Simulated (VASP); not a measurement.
A run of VASP 6.6.1:

The input POSCAR:

```
V
1.0
   -2.3152628429      2.3152628429      1.2780064224
    2.3152628429     -2.3152628429      1.2780064224
    2.3152628429      2.3152628429     -1.2780064224
V
2
Direct
    0.0000000000      0.0000000000      0.0000000000
    0.7500000000      0.2500000000      0.5000000000
```

File INCAR.step1:

```
SYSTEM = V
PREC = Accurate ; ENCUT = 520
ISMEAR = 0 ; SIGMA = 0.1
LREAL = .False. ; LASPH = .True.
NELM = 80 ; NBANDS = 20
GGA = PE ; ALGO = Normal
EDIFF = 1E-4 ; LWAVE = .True.
LCHARG = .False.
```

Contents of INCAR.step2:

```
SYSTEM = V
PREC = Accurate ; ENCUT = 520
EDIFF = 1E-7 ; ISMEAR = 0
SIGMA = 0.1 ; LREAL = .False.
LASPH = .True. ; NELM = 80
ALGO = Normal ; ISIF = 2
LWAVE = .False. ; LCHARG = .False.
METAGGA = R2SCAN ; LMIXTAU = .True.
NBANDS = 20 ; ISTART = 1
```

Contents of KPOINTS:

```
regular mesh
0
Gamma
  8 8 8
  0 0 0
```

Potentials or basis: VASP PAW PBE potentials, release 64 (V_sv).

The run is started by

```bash
$ cat potpaw_PBE.64/V_sv/POTCAR > POTCAR
$ cp INCAR.step1 INCAR
$ mpirun -np 1 vasp_std > vasp.out
$ cp INCAR.step2 INCAR
$ mpirun -np 1 vasp_std > vasp.out
```

Hardware: 1 thread of Intel(R) Xeon(R) Platinum 8375C CPU @ 2.90GHz (Ice Lake) (shared host).

How long does it take, and how much memory?

Run time: 4.3 min on 1 thread of Intel(R) Xeon(R) Platinum 8375C CPU @ 2.90GHz (Ice Lake) (shared host), peak memory 0.17 GiB. Counts: k points 59.
